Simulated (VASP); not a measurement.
# Ge (I4/mmm) in VASP: relaxation of cell and atoms with PBEsol

Aim: the relaxation of cell and atoms of Ge with PBEsol.

Everything below comes from runs of VASP 6.6.1. Logs are shortened: lines on timing, memory, paths and dates and some standing lists are left out, and cuts for length are marked.

## 1. The cell of the first run

It takes space group I4/mmm (No. 139, tetragonal). The conventional cell has a = 2.948 Å, b = 2.948 Å, c = 4.285 Å, α = 90.00°, β = 90.00°, γ = 90.00°. Ge (site symmetry 4/mmm) has 12 Ge at 2.95 to 2.99 Å within 3.9 Å.

## 2. Relaxation of cell and atoms, PBEsol

INCAR reads:

```
SYSTEM = Ge
  ALGO = Normal
  EDIFF = 1E-7
  EDIFFG = -0.01
  ENCUT = 600
  GGA = PS
  IBRION = 2
  ISIF = 3
  ISMEAR = 0
  LASPH = .True.
  LCHARG = .False.
  LREAL = .False.
  LWAVE = .False.
  NELM = 80
  NSW = 100
  PREC = Accurate
  SIGMA = 0.1
```

KPOINTS reads:

```
k-points
0
Gamma
  26 26 26
  0 0 0
```

POSCAR reads:

```
Ge
1.0
   -1.4737797064      1.4737797064      2.1424963900
    1.4737797064     -1.4737797064      2.1424963900
    1.4737797064      1.4737797064     -2.1424963900
Ge
1
Direct
    0.0000000000      0.0000000000      0.0000000000
```

Potentials or basis: VASP PAW PBE potentials, release 64 (Ge_d).

Run with:

```bash
$ cat potpaw_PBE.64/Ge_d/POTCAR > POTCAR
$ mpirun -np 1 vasp_std > vasp.out
```

OUTCAR:

```text
SYSTEM = Ge
   EDIFF = 1E-7
   EDIFFG = -0.01
   ENCUT = 600
   GGA = PS
   IBRION = 2
   ISIF = 3
   ISMEAR = 0
   LASPH = .True.
   LREAL = .False.
   NELM = 80
   NSW = 100
   PREC = Accurate

 ion  position               nearest neighbor table
   1  0.000  0.000  0.000-

  LATTYP: Found a body centered tetragonal cell.
 ALAT       =     2.9475594128
 C/A-ratio  =     1.4537426324

  Lattice vectors:

 A1 = (  -1.4737797064,   1.4737797064,   2.1424963900)
 A2 = (   1.4737797064,  -1.4737797064,   2.1424963900)
 A3 = (   1.4737797064,   1.4737797064,  -2.1424963900)

Analysis of symmetry for initial positions (statically):
=====================================================================
 Subroutine PRICEL returns:
 Original cell was already a primitive cell.

 Routine SETGRP: Setting up the symmetry group for a
 body centered tetragonal supercell.

 Subroutine GETGRP returns: Found 16 space group operations
 (whereof 16 operations were pure point group operations)
 out of a pool of 16 trial point group operations.

The static configuration has the point symmetry D_4h.

Analysis of symmetry for dynamics (positions and initial velocities):
=====================================================================
 Subroutine PRICEL returns:
 Original cell was already a primitive cell.

 Routine SETGRP: Setting up the symmetry group for a
 body centered tetragonal supercell.

 Subroutine GETGRP returns: Found 16 space group operations
 (whereof 16 operations were pure point group operations)
 out of a pool of 16 trial point group operations.

The dynamic configuration has the point symmetry D_4h.

 Subroutine INISYM returns: Found 16 space group operations
 (whereof 16 operations are pure point group operations),
 and found     1 'primitive' translations

----------------------------------------------------------------------------------------

                                     Primitive cell

  volume of cell :      18.6142

  direct lattice vectors                    reciprocal lattice vectors
    -1.473779706  1.473779706  2.142496390     0.000000000  0.339263730  0.233372622
     1.473779706 -1.473779706  2.142496390     0.339263730  0.000000000  0.233372622
     1.473779706  1.473779706 -2.142496390     0.339263730  0.339263730  0.000000000

  length of vectors
     2.989037308  2.989037308  2.989037308     0.411779867  0.411779867  0.479791368

[... 103 lines left out ...]
   GGA     = PS    functional components
   LHFCALC =     F    Hartree Fock is set to
   AEXX    =    0.0000 exact exchange contribution
   IVDW    =     0    specifies the selected vdW correction
   LEPSILON=     F    determine dielectric tensor
   LRPA    =     F    only Hartree local field effects (RPA)
 conjugate gradient relaxation of ions
 non-spin polarized calculation
 Gauss-broadening in eV      SIGMA  =   0.10
  energy-cutoff  :      600.00
  volume of cell :       18.61
 maximum number of plane-waves:       638
   NGX = 11   NGY = 11   NGZ = 11

--------------------------------------- Ionic step        1  -------------------------------------------

 number of electron      13.9999994 magnetization

 Free energy of the ion-electron system (eV)
  ---------------------------------------------------
  ext. energy  EPLUGINS =         0.00000000
  ---------------------------------------------------
  free energy    TOTEN  =        -4.65803211 eV

  energy without entropy =       -4.65560829  energy(sigma->0) =       -4.65682020

------------------------ aborting loop because EDIFF is reached ----------------------------------------

  FORCE on cell =-STRESS in cart. coord.  units (eV):
  Direction    XX          YY          ZZ          XY          YZ          ZX
  --------------------------------------------------------------------------------------
  -------------------------------------------------------------------------------------
  Total       -0.0309300     -0.0309300     -0.0027635      0.0000000     -0.0000000      0.0000000
  in kB       -2.6622313     -2.6622313     -0.2378622      0.0000000     -0.0000000      0.0000000
  external PRESSURE =      -1.8541083 kB  Pullay stress =       0.0000000 kB
[... 86 lines left out ...]
  FREE ENERGIE OF THE ION-ELECTRON SYSTEM (eV)
  ---------------------------------------------------
  free  energy   TOTEN  =        -4.6580874065 eV

  energy  without entropy=       -4.6556893690  energy(sigma->0) =       -4.65688839

[... ionic steps 4 to 9 ...]

--------------------------------------- Ionic step       10  -------------------------------------------

 number of electron      13.9999994 magnetization

------------------------ aborting loop because EDIFF is reached ----------------------------------------
[... 65 lines left out ...]
--------------------------------------- Ionic step       12  -------------------------------------------

 number of electron      13.9999994 magnetization

 Free energy of the ion-electron system (eV)
  ---------------------------------------------------
  ext. energy  EPLUGINS =         0.00000000
  ---------------------------------------------------
  free energy    TOTEN  =        -4.66050607 eV

  energy without entropy =       -4.65881466  energy(sigma->0) =       -4.65966037

 E-fermi :   6.8935     XC(G=0): -11.5135

 val. band max:        6.8895759279   @ k =  -0.3462   0.4615   0.1154
 cond. band min:       6.9092104958   @ k =  -0.3462   0.3846   0.0385
 fundamental gap:      0.0196345678
 Fermi energy:         6.8935445713

 k-point     1 :       0.0000    0.0000    0.0000
  band No.  band energies     occupation
      1     -17.8516      2.00000
      2     -17.8047      2.00000
      3     -17.8047      2.00000
      4     -17.7994      2.00000
      5     -17.7394      2.00000
      6      -6.4910      2.00000
      7      15.8526      0.00000
      8      15.9958      0.00000
      9      15.9958      0.00000
     10      20.5698      0.00000
     11      21.4477      0.00000
[... 309 lines left out ...]
 k-point    24 :       0.3846    0.0385   -0.0000
  band No.  band energies     occupation
      1     -17.8355      2.00000
      2     -17.8234      2.00000
      3     -17.7916      2.00000
      4     -17.7306      2.00000
      5     -17.7225      2.00000
      6      -2.5527      2.00000
      7       3.2949      2.00000
      8      12.7303      0.00000
      9      14.5754      0.00000
     10      17.6436      0.00000
     11      19.9278      0.00000

 [... further k-points ...]
[... 5 lines left out ...]
  --------------------------------------------------------------------------------------
  -------------------------------------------------------------------------------------
  Total       -0.0089149     -0.0089149     -0.0074401      0.0000000      0.0000000      0.0000000
  in kB       -0.7689958     -0.7689958     -0.6417816      0.0000000      0.0000000      0.0000000
  external PRESSURE =      -0.7265910 kB  Pullay stress =       0.0000000 kB
[... 16 lines left out ...]
  FREE ENERGIE OF THE ION-ELECTRON SYSTEM (eV)
  ---------------------------------------------------
  free  energy   TOTEN  =        -4.6605060719 eV

  energy  without entropy=       -4.6588146634  energy(sigma->0) =       -4.65966037

 reached required accuracy - stopping structural energy minimisation
```

OSZICAR:

```text
N       E                     dE             d eps       ncg     rms          rms(c)
DAV:   1     0.553389497547E+02    0.55339E+02   -0.82453E+03 30256   0.382E+03
DAV:   2    -0.275270141296E+00   -0.55614E+02   -0.53729E+02 30196   0.413E+02
[... 87 lines left out ...]
  11 F= -.46604611E+01 E0= -.46596095E+01  d E =-.237376E-02
       N       E                     dE             d eps       ncg     rms          rms(c)
DAV:   1    -0.466208480781E+01   -0.16237E-02   -0.25427E-02 34675   0.192E+00    0.244E-01
DAV:   2    -0.466104041272E+01    0.10444E-02   -0.73479E-04 38726   0.698E-01    0.147E-01
DAV:   3    -0.466050027937E+01    0.54013E-03   -0.52879E-04 31826   0.788E-01    0.127E-02
DAV:   4    -0.466050612795E+01   -0.58486E-05   -0.73892E-05 31144   0.860E-02    0.819E-03
DAV:   5    -0.466050607194E+01    0.56011E-07   -0.67311E-07 41517   0.243E-02
  12 F= -.46605061E+01 E0= -.46596604E+01  d E =-.241870E-02
```

CONTCAR:

```text
Ge
   1.00000000000000
    -1.4342079825469782    1.4342079825469780    2.2574540152917026
     1.4342079825469782   -1.4342079825469785    2.2574540152917026
     1.4342079825469782    1.4342079825469785   -2.2574540152917026
  Ge
     1
Direct
     0.0000000000000000    0.0000000000000000    0.0000000000000000

  0.00000000E+00  0.00000000E+00  0.00000000E+00
```

Wall time 54 min (1 thread of AMD EPYC, shared host); peak memory 0.42 GiB.

What came out:

* Free energy: -4.6605 eV
* Relaxed volume: 18.57 Å³/atom
* Relaxed cell: a = 3.035 Å, b = 3.035 Å, c = 3.035 Å, α = 123.60°, β = 123.60°, γ = 83.88°
* Space group after relaxing (to 0.1 Å): I4/mmm (No. 139)
* Energy gained by relaxing: 2.5 meV/atom
* Ionic steps: 12
* Pressure after relaxing: -0.1 GPa
* Band gap on the k mesh: zero (bands 7 and 8 overlap by 11.98 eV)

Step by step:
| step | energy change (eV) | largest force (eV/Å) | pressure (GPa) | volume (Å³) |
| --- | --- | --- | --- | --- |
| 1 | 0.0000 | 0.0000 | -0.19 | 18.61 |
| 2 | -0.0001 | 0.0000 | 0.03 | 18.56 |
| 3 | -0.0001 | 0.0000 | 0.09 | 18.55 |
| 4 | -0.0001 | 0.0000 | 0.04 | 18.55 |
| 5 | -0.0001 | 0.0000 | 0.06 | 18.55 |
| 6 | -0.0001 | 0.0000 | 0.08 | 18.55 |
| 7 | -0.0002 | 0.0000 | 0.06 | 18.55 |
| 8 | -0.0005 | 0.0000 | 0.02 | 18.56 |
| 9 | -0.0013 | 0.0000 | -0.09 | 18.57 |
| 10 | -0.0025 | 0.0000 | -0.17 | 18.57 |
| 11 | -0.0024 | 0.0000 | -0.11 | 18.57 |
| 12 | -0.0025 | 0.0000 | -0.07 | 18.57 |

Final structure:
```
Ge
1.0
    -1.43421    1.43421    2.25745
     1.43421   -1.43421    2.25745
     1.43421    1.43421   -2.25745
Ge
1
Direct
  0.00000 0.00000 0.00000
```

Caveat: the PAW data sets were made with another functional, which shifts forces and pressure a little.
